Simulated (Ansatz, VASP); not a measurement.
MgO in VASP and in Ansatz

```
Mg O
1.0
     3.48638    0.00000    0.00000
    -1.74319    3.01929    0.00000
     0.00000    0.00000    4.64807
Mg O
2 2
Direct
  0.66667 0.33333 0.75000
  0.33333 0.66667 0.25000
  0.66667 0.33333 0.25000
  0.33333 0.66667 0.75000
```

Change from the starting cell: strain +0.1125 x Voigt [0, 0, 1, 0, 0, 0], atoms carried along.

Alike in both runs: task single point; functional PBEsol; k mesh 9 × 9 × 6; occupations gaussian, width 0.05 eV; no spin polarisation.

|  | VASP | Ansatz |
| --- | --- | --- |
| version | VASP 6.6.1 | Ansatz 0.2.0 |
| potentials or method | VASP PAW PBE potentials, release 64 (Mg, O), cutoff 520 eV | scalar-relativistic, plane waves, PAW |
| valence electrons in the cell | 16 | 32 |

```csv
,VASP,Ansatz,Ansatz less VASP
gap on the k mesh at the Fermi level (eV),2.65,2.66,+0.007
least direct gap on the mesh (eV),2.65,2.66,+0.007
pressure (GPa),-9.2,-8.8,+0.39
"traceless stress, the component that is largest in VASP (GPa)",-5.71,-5.67,+0.032
```

VASP's potentials were made for PBE, not for PBEsol. VASP's potentials hold 16 valence electrons a cell and Ansatz's 32, so a difference there can come from the potentials and not from the codes.
